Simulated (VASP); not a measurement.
Here is a VASP 6.6.1 calculation.

The input INCAR:

```
PREC     = Accurate       # precision mode
ENCUT    = 520            # plane-wave cutoff, eV
EDIFF    = 1E-6           # SCF threshold, eV
ISMEAR   = 0              # smearing method
SIGMA    = 0.15           # smearing width, eV
LREAL    = False          # projectors in reciprocal space
LASPH    = True           # aspherical terms in the spheres
NELM     = 100            # most SCF steps
ALGO     = Fast           # electronic algorithm
ISIF     = 2              # what is computed and relaxed
LWAVE    = False          # write WAVECAR
LCHARG   = False          # write CHGCAR
GGA      = PE             # functional
NBANDS   = 9              # bands
```

KPOINTS

```
Automatic mesh
0
Gamma
  24 24 14
```

Contents of POSCAR:

```
Be
1.0
    2.2995019849      0.0000000000      0.0000000000
   -1.1497509925      1.9914271350      0.0000000000
    0.0000000000      0.0000000000      3.6009000000
Be
2
Direct
    0.2580104669      0.5160209339      0.2500000000
    0.6666666667      0.3333333333      0.7500000000
```

Potentials or basis: VASP PAW PBE potentials, release 64 (Be).

Launch:

```sh
$ cat potpaw_PBE.64/Be/POTCAR > POTCAR
$ mpirun -np 1 vasp_std > vasp.out
```

Question: Estimate the pressure.

Answer: -3.4 GPa.

Question: Predict the largest force.

Answer: 0.612 eV/Å.

Question: What does it give for the band gap on the k mesh?

Answer: Zero (band 2 reaches 7.91 eV, above the bottom of band 3 at 5.79 eV).

Forces on the atoms (eV/Å):
```
Be   0.000  0.612  0.000
Be   0.000 -0.612  0.000
```

Caveat: the cell differs from its parent crystal (atom 1 (Be) moved by (-0.300, +0.000) A along y and z).
